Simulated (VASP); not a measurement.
SnSe: relaxation of cell and atoms with PBEsol

SnSe:

```
CELL_PARAMETERS angstrom
11.42860 0.00000 0.00000
0.00000 4.16171 0.00000
0.00000 0.00000 4.34677
ATOMIC_POSITIONS crystal
Sn 0.11851 0.25000 0.08883
Sn 0.38149 0.75000 0.58883
Sn 0.61851 0.25000 0.41117
Sn 0.88149 0.75000 0.91117
Se 0.35795 0.25000 0.02048
Se 0.14205 0.75000 0.52048
Se 0.85795 0.25000 0.47952
Se 0.64205 0.75000 0.97952
```

```
Program                : VASP 6.6.1
Task                   : relaxation of cell and atoms
Functional             : PBEsol
Potentials or basis    : VASP PAW PBE potentials, release 64 (Sn_d, Se)
Cutoff                 : 600 eV
k mesh                 : 4 × 8 × 8
Occupations            : gaussian, width 0.03 eV
Spin                   : no spin polarisation
Further INCAR settings : ALGO = Normal; EDIFF = 1e-07; IBRION = 2; EDIFFG = -0.005; NSW = 90; ISIF = 3
```

```yaml
Relaxed_volume: 25.88 Å³/atom
Relaxed_cell: a = 11.431 Å, b = 4.154 Å, c = 4.360 Å, α = 90.00°, β = 90.00°, γ = 90.00°
Space_group_after_relaxing_to_0.1_Å: Pnma (No. 62)
Energy_gained_by_relaxing: 0.1 meV/atom
Ionic_steps: 27
Pressure_after_relaxing: 0.0 GPa
Largest_force_after_relaxing: 0.005 eV/Å
Band_gap_on_the_k_mesh: 0.48 eV (least direct gap 0.76 eV)
```

Forces on the atoms (eV/Å):
```
Sn   0.004  0.000  0.002
Sn  -0.004  0.000  0.002
Sn   0.004  0.000 -0.002
Sn  -0.004  0.000 -0.002
Se  -0.001  0.000  0.002
Se   0.001  0.000  0.002
Se  -0.001  0.000 -0.002
Se   0.001  0.000 -0.002
```

Step by step:
```
step  energy change (eV)  largest force (eV/Å)  pressure (GPa)  volume (Å³)
   1              0.0000                0.0099            0.02       206.74
   2              0.0000                0.0097            0.00       206.86
   3             -0.0001                0.0099           -0.03       206.95
   4             -0.0001                0.0120           -0.07       207.13
   5             -0.0001                0.0101           -0.04       207.01
   6             -0.0001                0.0090           -0.04       207.00
   7             -0.0002                0.0090           -0.02       206.99
   8             -0.0002                0.0104            0.00       206.95
   9             -0.0002                0.0101            0.00       206.96
  10             -0.0002                0.0091            0.00       206.95
  11             -0.0003                0.0067            0.02       206.92
  12             -0.0003                0.0090            0.04       206.87
  13             -0.0003                0.0073            0.04       206.88
  14             -0.0003                0.0071            0.03       206.91
  15             -0.0003                0.0065            0.01       206.98
  16             -0.0004                0.0052           -0.02       207.12
  17             -0.0004                0.0051           -0.02       207.10
  18             -0.0004                0.0066           -0.01       207.06
  19             -0.0004                0.0135            0.02       206.97
  20             -0.0004                0.0082            0.00       207.03
  21             -0.0004                0.0076            0.00       207.02
  22             -0.0005                0.0059            0.01       207.00
  23             -0.0005                0.0054            0.02       206.95
  24             -0.0005                0.0058            0.01       206.94
  25             -0.0005                0.0065            0.00       207.01
  26             -0.0005                0.0073           -0.01       207.06
  27             -0.0006                0.0050           -0.01       207.06
```

Final structure:
```yaml
crystal:
  lattice:
    - [11.43126, 0.00000, 0.00000]
    - [0.00000, 4.15406, 0.00000]
    - [0.00000, 0.00000, 4.36038]
  atoms:
    - { symbol: Sn, position: [0.11780, 0.25000, 0.09307] }
    - { symbol: Sn, position: [0.38220, 0.75000, 0.59307] }
    - { symbol: Sn, position: [0.61780, 0.25000, 0.40693] }
    - { symbol: Sn, position: [0.88220, 0.75000, 0.90693] }
    - { symbol: Se, position: [0.35742, 0.25000, 0.02219] }
    - { symbol: Se, position: [0.14258, 0.75000, 0.52219] }
    - { symbol: Se, position: [0.85742, 0.25000, 0.47781] }
    - { symbol: Se, position: [0.64258, 0.75000, 0.97781] }
```

Levels at points of the mesh, in eV from the valence-band top:
| k point | band 36 | band 37 | band 38 | band 39 | band 40 | band 41 | band 42 | band 43 | band 44 | band 45 |
| --- | --- | --- | --- | --- | --- | --- | --- | --- | --- | --- |
| (0.00, 0.00, 0.00) | -1.92 | -1.66 | -1.33 | -0.76 | -0.60 | 0.48 | 2.92 | 3.03 | 3.04 | 3.31 |
| (0.50, 0.00, 0.00) | -2.24 | -1.97 | -1.97 | -0.62 | -0.62 | 2.51 | 2.51 | 2.69 | 2.69 | 3.77 |
| (0.00, 0.50, 0.00) | -1.71 | -1.04 | -1.04 | -0.67 | -0.67 | 0.85 | 0.85 | 1.36 | 1.36 | 1.58 |
| (0.50, 0.50, 0.00) | -2.13 | -0.96 | -0.96 | -0.96 | -0.96 | 1.37 | 1.37 | 1.37 | 1.37 | 2.00 |
| (0.00, 0.00, 0.50) | -1.45 | -0.83 | -0.83 | -0.29 | -0.29 | 1.16 | 1.16 | 1.37 | 1.37 | 1.58 |
| (0.50, 0.00, 0.50) | -1.78 | -0.48 | -0.48 | -0.23 | -0.23 | 1.08 | 1.08 | 1.43 | 1.43 | 1.56 |
| (0.00, 0.50, 0.50) | -3.34 | -2.42 | -2.42 | -1.58 | -1.58 | 2.57 | 2.57 | 2.99 | 2.99 | 4.58 |
| (0.50, 0.50, 0.50) | -3.98 | -1.64 | -1.64 | -1.64 | -1.64 | 2.33 | 2.33 | 2.33 | 2.33 | 4.89 |

It took 67 min on 2 MPI ranks on AMD EPYC 9R14 (Zen 4), with other jobs on the host, peak memory 0.84 GiB a rank.

Caveat: the PAW data sets were made with another functional, which shifts forces and pressure a little; spin-orbit coupling is left out, which moves the levels of the heavy elements. A k mesh can miss the band edges.
